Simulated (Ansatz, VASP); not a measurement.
**Te2Mo: VASP beside Ansatz**

INCAR

```
SYSTEM = Te2Mo
ALGO = Normal
DIPOL = 0.5 0.5 0.500
EDIFF = 1E-7
ENCUT = 520
GGA = PE
IDIPOL = 3
ISIF = 2
ISMEAR = 0
IVDW = 12
LASPH = .True.
LCHARG = .False.
LDIPOL = .True.
LREAL = .False.
LWAVE = .False.
NBANDS = 20
NELM = 100
PREC = Accurate
SIGMA = 0.02
```

File KPOINTS:

```
k-points
0
Gamma
  9 9 1
  0 0 0
```

Contents of POSCAR:

```
Te2Mo
1.0
    3.5970000000      0.0000000000      0.0000000000
   -1.7985000000      3.1150933774      0.0000000000
    0.0000000000      0.0000000000     33.2698832047
Te Mo
2 1
Direct
    0.3333333333      0.6666666667      0.4434924376
    0.3333333333      0.6666666667      0.5565075624
    0.6666666667      0.3333333333      0.5000000000
```

Input for Ansatz:

```yaml
crystal:
  lattice:
    - [3.597, 0.0, 0.0]
    - [-1.7985, 3.1150933774, 0.0]
    - [0.0, 0.0, 33.2698832047]
  atoms:
    - { symbol: Te, position: [0.3333333333, 0.6666666667, 0.4434924376] }
    - { symbol: Mo, position: [0.6666666667, 0.3333333333, 0.5] }
    - { symbol: Te, position: [0.3333333333, 0.6666666667, 0.5565075624] }
  periodic: [true, true, false]
basis:
  ecutwfc: 420
kpoints:
  mp_grid: { grid: [9, 9, 1] }
hamiltonian:
  xc: pbe
  pseudopotentials: { kind: paw, azcp: { folder: soft_1 } }
  dispersion: d3bj
scf:
  occupations: { method: gaussian, width: 0.02 }
output:
  forces: true
  stress: true
  eigenvalues: true
```

Alike in both runs: task single point; functional PBE; dispersion D3(BJ); k mesh 9 × 9 × 1; occupations gaussian, width 0.02 eV; no spin polarisation.

```csv
,VASP,Ansatz
version,VASP 6.6.1,Ansatz 0.2.0
potentials or method,"VASP PAW PBE potentials, release 64 (Te, Mo_sv), cutoff 520 eV","scalar-relativistic, plane waves, PAW"
valence electrons in the cell,26,46
```

|  | VASP | Ansatz | Ansatz less VASP |
| --- | --- | --- | --- |
| gap on the k mesh at the Fermi level (eV) | 1.06 | 1.06 | 0.000 |
| least direct gap on the mesh (eV) | 1.06 | 1.06 | 0.000 |
| rms of the force components (eV/Å) | 0.541 | 0.545 | +0.0042 |

VASP's potentials hold 26 valence electrons a cell and Ansatz's 46, so a difference there can come from the potentials and not from the codes.

Spin-orbit coupling is off throughout.
